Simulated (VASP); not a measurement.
# AlCu3 (Pm-3m) in VASP: further runs, part 2 of 2

VASP 6.6.1.

## Step 3: Single point, PBEsol (11.62 Å³/atom)

This run uses another cell than the first one, of 11.62 Å³/atom.

Contents of INCAR:

```
SYSTEM = AlCu3
  ALGO = Fast
  EDIFF = 1E-6
  ENCUT = 520
  GGA = PS
  ISIF = 2
  ISMEAR = 0
  LASPH = .TRUE.
  LCHARG = .FALSE.
  LREAL = .FALSE.
  LWAVE = .FALSE.
  NBANDS = 26
  NELM = 60
  PREC = Accurate
  SIGMA = 0.1
```

Contents of KPOINTS:

```
k-points
0
G
  12 12 12
  0 0 0
```

Contents of POSCAR:

```
AlCu3
1.0
    3.5951823442      0.0000000000      0.0000000000
    0.0000000000      3.5951823442      0.0000000000
    0.0000000000      0.0000000000      3.5951823442
Al Cu
1 3
Direct
    0.0000000000      0.0000000000      0.0000000000
    0.5000000000      0.5000000000      0.0000000000
    0.5000000000      0.0000000000      0.5000000000
    0.0000000000      0.5000000000      0.5000000000
```

Potentials or basis: VASP PAW PBE potentials, release 64 (Al, Cu).

Run with:

```sh
cat potpaw_PBE.64/Al/POTCAR potpaw_PBE.64/Cu/POTCAR > POTCAR
mpirun -np 1 vasp_std > vasp.out
```

OUTCAR:

```text
SYSTEM = AlCu3
   EDIFF = 1E-6
   ENCUT = 520
   GGA = PS
   ISIF = 2
   ISMEAR = 0
   LASPH = .TRUE.
   LREAL = .FALSE.
   NELM = 60
   PREC = Accurate

 ion  position               nearest neighbor table
   1  0.000  0.000  0.000-   2 2.54   3 2.54   4 2.54   3 2.54   4 2.54   2 2.54   4 2.54   4 2.54
                             2 2.54   3 2.54   3 2.54   2 2.54
   2  0.500  0.500  0.000-   1 2.54   3 2.54   4 2.54   3 2.54   4 2.54   1 2.54   3 2.54   3 2.54
                             1 2.54   4 2.54   4 2.54   1 2.54
   3  0.500  0.000  0.500-   1 2.54   2 2.54   4 2.54   1 2.54   2 2.54   2 2.54   4 2.54   2 2.54
                             1 2.54   4 2.54   1 2.54   4 2.54
   4  0.000  0.500  0.500-   1 2.54   2 2.54   3 2.54   1 2.54   2 2.54   1 2.54   3 2.54   1 2.54
                             2 2.54   3 2.54   2 2.54   3 2.54

  LATTYP: Found a simple cubic cell.
 ALAT       =     3.5951823442

  Lattice vectors:

 A1 = (   3.5951823442,   0.0000000000,   0.0000000000)
 A2 = (   0.0000000000,   3.5951823442,   0.0000000000)
 A3 = (   0.0000000000,   0.0000000000,   3.5951823442)

Analysis of symmetry for initial positions (statically):
=====================================================================
 Subroutine PRICEL returns:
 Original cell was already a primitive cell.

 Routine SETGRP: Setting up the symmetry group for a
 simple cubic supercell.

 Subroutine GETGRP returns: Found 48 space group operations
 (whereof 48 operations were pure point group operations)
 out of a pool of 48 trial point group operations.

The static configuration has the point symmetry O_h .

Analysis of symmetry for dynamics (positions and initial velocities):
=====================================================================
 Subroutine PRICEL returns:
 Original cell was already a primitive cell.

 Routine SETGRP: Setting up the symmetry group for a
 simple cubic supercell.

 Subroutine GETGRP returns: Found 48 space group operations
 (whereof 48 operations were pure point group operations)
 out of a pool of 48 trial point group operations.

The dynamic configuration has the point symmetry O_h .

 Subroutine INISYM returns: Found 48 space group operations
 (whereof 48 operations are pure point group operations),
 and found     1 'primitive' translations

----------------------------------------------------------------------------------------

                                     Primitive cell

  volume of cell :      46.4689

  direct lattice vectors                    reciprocal lattice vectors
     3.595182344  0.000000000  0.000000000     0.278150009  0.000000000  0.000000000
     0.000000000  3.595182344  0.000000000     0.000000000  0.278150009  0.000000000
     0.000000000  0.000000000  3.595182344     0.000000000  0.000000000  0.278150009

  length of vectors
     3.595182344  3.595182344  3.595182344     0.278150009  0.278150009  0.278150009

  position of ions in fractional coordinates (direct lattice)
     0.000000000  0.000000000  0.000000000
     0.500000000  0.500000000  0.000000000
     0.500000000  0.000000000  0.500000000
     0.000000000  0.500000000  0.500000000

  ion indices of the primitive-cell ions
   primitive index   ion index
                 1           1
                 2           2
[... 30 lines left out ...]
            Coordinates               Weight
  0.000000  0.000000  0.000000      1.000000
  0.083333  0.000000  0.000000      6.000000
  0.166667  0.000000  0.000000      6.000000
  0.250000  0.000000  0.000000      6.000000
  0.333333  0.000000  0.000000      6.000000
  0.416667  0.000000  0.000000      6.000000
[... 16 lines left out ...]
  0.333333  0.333333  0.000000     12.000000
  0.416667  0.333333  0.000000     24.000000
 [... further k-points ...]
   k-points           NKPTS =     84   k-points in BZ     NKDIM =     84   number of bands    NBANDS=     26
   number of dos      NEDOS =    301   number of ions     NIONS =      4
   total plane-waves  NPLWV =  21952
   dimension x,y,z NGX =    28 NGY =   28 NGZ =   28
   dimension x,y,z NGXF=    56 NGYF=   56 NGZF=   56
   ions per type =               1   3
   NGX,Y,Z   is equivalent  to a cutoff of  12.95, 12.95, 12.95 a.u.
   NGXF,Y,Z  is equivalent  to a cutoff of  25.90, 25.90, 25.90 a.u.
 SYSTEM =  AlCu3
   PREC   = accura    normal or accurate (medium, high low for compatibility)
   ISTART =      0    job   : 0-new  1-cont  2-samecut
   ICHARG =      2    charge: 1-file 2-atom 10-const
   ISPIN  =      1    spin polarized calculation?
   LNONCOLLINEAR =      F non collinear calculations
   LSORBIT =      F    spin-orbit coupling
   LASPH  =      T    aspherical Exc in radial PAW
   ENCUT  =  520.0 eV  38.22 Ry    6.18 a.u.   6.68  6.68  6.68*2*pi/ulx,y,z
   NELM   =     60;   NELMIN=  2; NELMDL= -5     # of ELM steps
   EDIFF  = 0.1E-05   stopping-criterion for ELM
   LREAL  =      F    real-space projection
   EDIFFG = 0.1E-04   stopping-criterion for IOM
   NSW    =      0    number of steps for IOM
   IBRION =     -1    ionic relax: 0-MD 1-quasi-New 2-CG
   NFREE  =      0    steps in history (QN), initial steepest desc. (CG)
   ISIF   =      2    stress and relaxation
   ISYM   =      2    0-nonsym 1-usesym 2-fastsym
   POTIM  = 0.5000    time-step for ionic-motion
   TEBEG  =    0.0;   TEEND  =   0.0 temperature during run
   PSTRESS=    0.0 pullay stress
   NELECT =      36.0000    total number of electrons
   NUPDOWN=      -1.0000    fix difference up-down
   EMIN   =  10.00;   EMAX   =-10.00  energy-range for DOS
   EFERMI =   0.00;   METHOD = LEGACY
   ISMEAR =     0;   SIGMA  =   0.10  broadening in eV -4-tet -1-fermi 0-gaus
   EFERMI_NEDOS =   21; number of points for ismear=-14 and -15
   IALGO  =     68    algorithm
   IMIX   =      4    mixing-type and parameters
     AMIX     =   0.40;   BMIX     =  1.00
     AMIX_MAG =   1.60;   BMIX_MAG =  1.00
  volume/ion in A,a.u.               =      11.62        78.40
  Fermi-wavevector in a.u.,A,eV,Ry     =   1.503562  2.841321 30.758683  2.260699
  Thomas-Fermi vector in A             =   2.614656
   LORBIT       =      0    0 simple, 1 ext, 2 COOP (PROOUT), +10 PAW based schemes
   GGA     = PS    functional components
   LHFCALC =     F    Hartree Fock is set to
   AEXX    =    0.0000 exact exchange contribution
   IVDW    =     0    specifies the selected vdW correction
   LEPSILON=     F    determine dielectric tensor
   LRPA    =     F    only Hartree local field effects (RPA)
 non-spin polarized calculation
 RMM-DIIS sequential band-by-band and
 Gauss-broadening in eV      SIGMA  =   0.10
  energy-cutoff  :      520.00
  volume of cell :       46.47
 maximum number of plane-waves:      1269
 NGX is ok and might be reduce to    28
   NGX = 13   NGY = 13   NGZ = 13

 number of electron      35.9999904 magnetization

 Free energy of the ion-electron system (eV)
  ---------------------------------------------------
  ext. energy  EPLUGINS =         0.00000000
  ---------------------------------------------------
  free energy    TOTEN  =       -17.75234606 eV

  energy without entropy =      -17.74718186  energy(sigma->0) =      -17.74976396

 E-fermi :   9.0071     XC(G=0): -12.6651

 val. band max:        8.9992692287   @ k =   0.2500   0.1667   0.1667
 cond. band min:       9.0664472512   @ k =   0.1667   0.0833   0.0833
 fundamental gap:      0.0671780225
 Fermi energy:         9.0070603709

 k-point     1 :       0.0000    0.0000    0.0000
  band No.  band energies     occupation
      1      -1.9425      2.00000
      2       3.3940      2.00000
      3       3.9878      2.00000
      4       3.9878      2.00000
      5       4.2715      2.00000
      6       4.2715      2.00000
[... 685 lines left out ...]
     25      19.1378      0.00000
     26      20.0108      0.00000

 [... further k-points ...]

------------------------ aborting loop because EDIFF is reached ----------------------------------------

  FORCE on cell =-STRESS in cart. coord.  units (eV):
  Direction    XX          YY          ZZ          XY          YZ          ZX
  --------------------------------------------------------------------------------------
  -------------------------------------------------------------------------------------
  Total        1.6380491      1.6380491      1.6380491      0.0000000      0.0000000     -0.0000000
  in kB       56.4774029     56.4774029     56.4774029      0.0000000      0.0000000     -0.0000000
  external PRESSURE =      56.4774029 kB  Pullay stress =       0.0000000 kB

 VOLUME and BASIS-vectors are now :
 -----------------------------------------------------------------------------
  energy-cutoff  :      520.00
  volume of cell :       46.47
      direct lattice vectors                 reciprocal lattice vectors
     3.595182344  0.000000000  0.000000000     0.278150009  0.000000000  0.000000000
     0.000000000  3.595182344  0.000000000     0.000000000  0.278150009  0.000000000
     0.000000000  0.000000000  3.595182344     0.000000000  0.000000000  0.278150009

 POSITION                                       TOTAL-FORCE (eV/Angst)
 -----------------------------------------------------------------------------------
      0.00000      0.00000      0.00000         0.000000      0.000000      0.000000
      1.79759      1.79759      0.00000         0.000000      0.000000      0.000000
      1.79759      0.00000      1.79759         0.000000      0.000000      0.000000
      0.00000      1.79759      1.79759         0.000000      0.000000      0.000000
 -----------------------------------------------------------------------------------
    total drift:                                0.000000      0.000000      0.000000

  FREE ENERGIE OF THE ION-ELECTRON SYSTEM (eV)
  ---------------------------------------------------
  free  energy   TOTEN  =       -17.7523460638 eV

  energy  without entropy=      -17.7471818565  energy(sigma->0) =      -17.74976396
```

Wall time 2.7 min (1 thread of Intel Xeon 8259CL, shared host); peak memory 0.21 GiB.

Results:

- Free energy: -17.7523 eV
- Pressure: 5.6 GPa
- Band gap on the k mesh: zero (bands 18 and 19 overlap by 5.68 eV)

Levels at points of the mesh, in eV from the Fermi level:
| k point | band 15 | band 16 | band 17 | band 18 | band 19 | band 20 | band 21 | band 22 |
| --- | --- | --- | --- | --- | --- | --- | --- | --- |
| (0.00, 0.00, 0.00) | -2.09 | -2.09 | -0.32 | -0.32 | -0.32 | 4.53 | 4.53 | 5.37 |
| (0.50, 0.00, 0.00) | -2.95 | -2.54 | -2.09 | 3.92 | 3.92 | 3.97 | 3.97 | 4.85 |
| (0.50, 0.50, 0.00) | -2.95 | -2.82 | -2.40 | -1.20 | -1.20 | 6.55 | 6.55 | 6.58 |
| (0.50, 0.50, 0.50) | -3.03 | -2.27 | -2.27 | -2.27 | -1.55 | 1.51 | 1.88 | 1.88 |

Caveat: the cell stands under pressure; the PAW data sets were made with another functional, which shifts forces and pressure a little.
